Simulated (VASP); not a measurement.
# PbS (Galena) (Fm-3m) in VASP: further runs, part 2 of 3

VASP 6.6.1. The steps go on from the part before.

### 3 Single point, PBEsol+D3(BJ)

This run uses another cell than the first one, of 26.09 Å³/atom, 1.015 times its volume.

Input file INCAR:

```
PREC     = Accurate       # precision mode
ENCUT    = 520            # plane-wave cutoff, eV
EDIFF    = 1E-7           # SCF threshold, eV
ISMEAR   = -1             # smearing method
SIGMA    = 0.05           # smearing width, eV
LREAL    = F              # projectors in reciprocal space
LASPH    = T              # aspherical terms in the spheres
NELM     = 100            # most SCF steps
ALGO     = Normal         # electronic algorithm
ISIF     = 2              # what is computed and relaxed
LWAVE    = F              # write WAVECAR
LCHARG   = F              # write CHGCAR
GGA      = PS             # functional
IVDW     = 12             # dispersion correction
NBANDS   = 17             # bands
```

Input file KPOINTS:

```
Automatic mesh
0
Gamma
  8 8 8
```

Input file POSCAR:

```
PbS
1.0
    0.0000000000      2.9657500000      2.9657500000
    2.9657500000      0.0000000000      2.9657500000
    2.9657500000      2.9657500000      0.0000000000
Pb S
1 1
Direct
    0.0000000000      0.0000000000      0.0000000000
    0.5000000000      0.5000000000      0.5000000000
```

Potentials or basis: VASP PAW PBE potentials, release 64 (Pb_d, S).

The run is started by

```console
$ cat potpaw_PBE.64/Pb_d/POTCAR potpaw_PBE.64/S/POTCAR > POTCAR
$ mpirun -np 1 vasp_std > vasp.out
```

OUTCAR:

```text
PREC = Accurate
   ENCUT = 520
   EDIFF = 1E-7
   ISMEAR = -1
   LREAL = F
   LASPH = T
   NELM = 100
   ISIF = 2
   GGA = PS
   IVDW = 12
 IVDW          = 12

 ion  position               nearest neighbor table
   1  0.000  0.000  0.000-   2 2.97   2 2.97   2 2.97   2 2.97   2 2.97   2 2.97
   2  0.500  0.500  0.500-   1 2.97   1 2.97   1 2.97   1 2.97   1 2.97   1 2.97

  LATTYP: Found a face centered cubic cell.
 ALAT       =     5.9315000000

  Lattice vectors:

 A1 = (   0.0000000000,   2.9657500000,   2.9657500000)
 A2 = (   2.9657500000,   0.0000000000,   2.9657500000)
 A3 = (   2.9657500000,   2.9657500000,   0.0000000000)

Analysis of symmetry for initial positions (statically):
=====================================================================
 Subroutine PRICEL returns:
 Original cell was already a primitive cell.

 Routine SETGRP: Setting up the symmetry group for a
 face centered cubic supercell.

 Subroutine GETGRP returns: Found 48 space group operations
[... 9 lines left out ...]

 Routine SETGRP: Setting up the symmetry group for a
 face centered cubic supercell.

 Subroutine GETGRP returns: Found 48 space group operations
[... 11 lines left out ...]
                                     Primitive cell

  volume of cell :      52.1715

  direct lattice vectors                    reciprocal lattice vectors
     0.000000000  2.965750000  2.965750000    -0.168591419  0.168591419  0.168591419
     2.965750000  0.000000000  2.965750000     0.168591419 -0.168591419  0.168591419
     2.965750000  2.965750000  0.000000000     0.168591419  0.168591419 -0.168591419

  length of vectors
     4.194203873  4.194203873  4.194203873     0.292008903  0.292008903  0.292008903

  position of ions in fractional coordinates (direct lattice)
     0.000000000  0.000000000  0.000000000
     0.500000000  0.500000000  0.500000000

  ion indices of the primitive-cell ions
   primitive index   ion index
                 1           1
                 2           2

[... 87 lines left out ...]
   EFERMI_NEDOS =   21; number of points for ismear=-14 and -15
   IALGO  =     38    algorithm
   IMIX   =      4    mixing-type and parameters
     AMIX     =   0.40;   BMIX     =  1.00
     AMIX_MAG =   1.60;   BMIX_MAG =  1.00
  volume/ion in A,a.u.               =      26.09       176.04
  Fermi-wavevector in a.u.,A,eV,Ry     =   1.189251  2.247359 19.242973  1.414319
  Thomas-Fermi vector in A             =   2.325363
   LORBIT       =      0    0 simple, 1 ext, 2 COOP (PROOUT), +10 PAW based schemes
   GGA     = PS    functional components
   LHFCALC =     F    Hartree Fock is set to
   AEXX    =    0.0000 exact exchange contribution
   IVDW    =    12    specifies the selected vdW correction
   LEPSILON=     F    determine dielectric tensor
   LRPA    =     F    only Hartree local field effects (RPA)
 non-spin polarized calculation
  energy-cutoff  :      520.00
  volume of cell :       52.17
 maximum number of plane-waves:      1424
   NGX = 15   NGY = 15   NGZ = 15

 number of electron      19.9999998 magnetization

 Free energy of the ion-electron system (eV)
  ---------------------------------------------------
  ext. energy  EPLUGINS =         0.00000000
  ---------------------------------------------------
  free energy    TOTEN  =        -9.45572040 eV

  energy without entropy =       -9.45531420  energy(sigma->0) =       -9.45551730

 E-fermi :   5.8146     XC(G=0):  -9.8875

 val. band max:        5.6871017245   @ k =   0.5000   0.0000   0.0000
 cond. band min:       5.9420938575   @ k =   0.5000   0.0000   0.0000
 fundamental gap:      0.2549921329
 Fermi energy:         5.8146009537

 k-point     1 :       0.0000    0.0000    0.0000
  band No.  band energies     occupation
      1     -11.0549      2.00000
      2     -11.0549      2.00000
      3     -11.0549      2.00000
      4     -11.0416      2.00000
      5     -11.0416      2.00000
      6      -7.9161      2.00000
[... 457 lines left out ...]
      4     -11.0253      2.00000
      5     -11.0038      2.00000
      6      -6.4161      2.00000
[... 9 lines left out ...]
     16      16.5628      0.00000
     17      16.7582      0.00000

 [... further k-points ...]

------------------------ aborting loop because EDIFF is reached ----------------------------------------

 Edisp (eV)   -0.65744

 E8    (eV) :    -0.4436

  FORCE on cell =-STRESS in cart. coord.  units (eV):
  Direction    XX          YY          ZZ          XY          YZ          ZX
  --------------------------------------------------------------------------------------
  -------------------------------------------------------------------------------------
  Total      -0.97239    -0.97239    -0.97239     0.00000    -0.00000     0.00000
  in kB     -29.86203   -29.86203   -29.86203     0.00000    -0.00000     0.00000
  external pressure =      -29.86 kB  Pullay stress =        0.00 kB

 VOLUME and BASIS-vectors are now :
 -----------------------------------------------------------------------------
  energy-cutoff  :      520.00
  volume of cell :       52.17
      direct lattice vectors                 reciprocal lattice vectors
     0.000000000  2.965750000  2.965750000    -0.168591419  0.168591419  0.168591419
     2.965750000  0.000000000  2.965750000     0.168591419 -0.168591419  0.168591419
     2.965750000  2.965750000  0.000000000     0.168591419  0.168591419 -0.168591419

 POSITION                                       TOTAL-FORCE (eV/Angst)
 -----------------------------------------------------------------------------------
      0.00000      0.00000      0.00000        -0.000000     -0.000000     -0.000000
      2.96575      2.96575      2.96575         0.000000      0.000000      0.000000
 -----------------------------------------------------------------------------------
    total drift:                                0.000000     -0.000000     -0.000000

  FREE ENERGIE OF THE ION-ELECTRON SYSTEM (eV)
  ---------------------------------------------------
  free  energy   TOTEN  =       -10.1131617638 eV

  energy  without entropy=      -10.1127555617  energy(sigma->0) =      -10.11295866
```

stdout:

```text
POSCAR found type information on POSCAR PbS
 POSCAR found :  2 types and       2 ions
 scaLAPACK will be used
 -----------------------------------------------------------------------------
|                                                                             |
|                                                                             |
|     You enforced a specific xc type in the INCAR file but a different       |
|     I HOPE YOU KNOW WHAT YOU ARE DOING!                                     |
|                                                                             |
 -----------------------------------------------------------------------------

 LDA part: xc-table for (Slater+PW92), standard interpolation
 POSCAR, INCAR and KPOINTS ok, starting setup
 FFT: planning ... GRIDC
 FFT: planning ... GRID_SOFT
 FFT: planning ... GRID
 WAVECAR not read
 entering main loop
```

Wall time 18 s (1 thread of Intel Xeon Platinum 8488C (Sapphire Rapids), shared host); peak memory 0.19 GiB.

What came out:

```
Free energy                : -10.1132 eV
Pressure                   : -3.0 GPa
Band gap on the k mesh     : 0.26 eV, direct
Dispersion energy per atom : -0.329 eV
```

Levels at points of the mesh, in eV from the valence-band top:
```csv
k point,band 8,band 9,band 10,band 11,band 12,band 13
"(0.00, 0.00, 0.00)",-2.17,-2.17,-2.17,5.16,5.16,5.16
"(0.50, 0.00, 0.00)",-1.77,-1.77,0.00,0.25,1.90,1.90
"(0.50, 0.50, 0.00)",-5.25,-3.46,-3.46,3.72,5.53,5.64
```

Caveat: three body term missing; the PAW data sets were made with another functional, which shifts forces and pressure a little; spin-orbit coupling is left out, which moves the levels of the heavy elements.

### 4 Single point, PBEsol

This run uses another cell than the first one, of 26.09 Å³/atom, 1.015 times its volume.

Input file INCAR:

```
PREC = Accurate ; ENCUT = 520
EDIFF = 1E-7 ; ISMEAR = -1
SIGMA = 0.05 ; LREAL = False
LASPH = True ; NELM = 80
ALGO = Normal ; ISIF = 2
LWAVE = False ; LCHARG = False
GGA = PS ; NBANDS = 17
```

Input file KPOINTS:

```
regular mesh
0
Gamma
  8 8 8
```

POSCAR is that of step 3.

Potentials or basis: VASP PAW PBE potentials, release 64 (Pb_d, S).

The run is started by

```console
$ cat potpaw_PBE.64/Pb_d/POTCAR potpaw_PBE.64/S/POTCAR > POTCAR
$ mpirun -np 1 vasp_std > vasp.out
```

OUTCAR:

```text
PREC = Accurate
   ENCUT = 520
   EDIFF = 1E-7
   ISMEAR = -1
   LREAL = False
   LASPH = True
   NELM = 80
   ISIF = 2
   GGA = PS

 ion  position               nearest neighbor table
   1  0.000  0.000  0.000-   2 2.97   2 2.97   2 2.97   2 2.97   2 2.97   2 2.97
   2  0.500  0.500  0.500-   1 2.97   1 2.97   1 2.97   1 2.97   1 2.97   1 2.97

  LATTYP: Found a face centered cubic cell.
 ALAT       =     5.9315000000

  Lattice vectors:

[... 665 lines left out ...]

------------------------ aborting loop because EDIFF is reached ----------------------------------------

  FORCE on cell =-STRESS in cart. coord.  units (eV):
  Direction    XX          YY          ZZ          XY          YZ          ZX
  --------------------------------------------------------------------------------------
  -------------------------------------------------------------------------------------
  Total       -0.2940276     -0.2940276     -0.2940276     -0.0000000      0.0000000      0.0000000
  in kB       -9.0295295     -9.0295295     -9.0295295     -0.0000000      0.0000000      0.0000000
  external PRESSURE =      -9.0295295 kB  Pullay stress =       0.0000000 kB

 VOLUME and BASIS-vectors are now :
 -----------------------------------------------------------------------------
  energy-cutoff  :      520.00
  volume of cell :       52.17
      direct lattice vectors                 reciprocal lattice vectors
     0.000000000  2.965750000  2.965750000    -0.168591419  0.168591419  0.168591419
     2.965750000  0.000000000  2.965750000     0.168591419 -0.168591419  0.168591419
     2.965750000  2.965750000  0.000000000     0.168591419  0.168591419 -0.168591419

 POSITION                                       TOTAL-FORCE (eV/Angst)
 -----------------------------------------------------------------------------------
      0.00000      0.00000      0.00000        -0.000000     -0.000000      0.000000
      2.96575      2.96575      2.96575         0.000000      0.000000     -0.000000
 -----------------------------------------------------------------------------------
    total drift:                                0.000000     -0.000000     -0.000000

  FREE ENERGIE OF THE ION-ELECTRON SYSTEM (eV)
  ---------------------------------------------------
  free  energy   TOTEN  =        -9.4557204045 eV

  energy  without entropy=       -9.4553142025  energy(sigma->0) =       -9.45551730
```

stdout:

```text
POSCAR found type information on POSCAR PbS
 POSCAR found :  2 types and       2 ions
 scaLAPACK will be used
 -----------------------------------------------------------------------------
|                                                                             |
|                                                                             |
|     You enforced a specific xc type in the INCAR file but a different       |
|     I HOPE YOU KNOW WHAT YOU ARE DOING!                                     |
|                                                                             |
 -----------------------------------------------------------------------------

 LDA part: xc-table for (Slater+PW92), standard interpolation
 POSCAR, INCAR and KPOINTS ok, starting setup
 FFT: planning ... GRIDC
 FFT: planning ... GRID_SOFT
 FFT: planning ... GRID
 WAVECAR not read
 entering main loop
```

It took 17 s on 1 thread of Intel Xeon Platinum 8488C (Sapphire Rapids), shared host; peak memory 0.18 GiB.

What came out:

| Property | Result |
| --- | --- |
| Free energy | -9.4557 eV |
| Pressure | -0.9 GPa |
| Band gap on the k mesh | 0.26 eV, direct |

Levels at points of the mesh, in eV from the valence-band top:
```csv
k point,band 8,band 9,band 10,band 11,band 12,band 13
"(0.00, 0.00, 0.00)",-2.17,-2.17,-2.17,5.16,5.16,5.16
"(0.50, 0.00, 0.00)",-1.77,-1.77,0.00,0.25,1.90,1.90
"(0.50, 0.50, 0.00)",-5.25,-3.46,-3.46,3.72,5.53,5.64
```

Caveat: the PAW data sets were made with another functional, which shifts forces and pressure a little; spin-orbit coupling is left out, which moves the levels of the heavy elements.

(Part 2 of 3 ends here.)
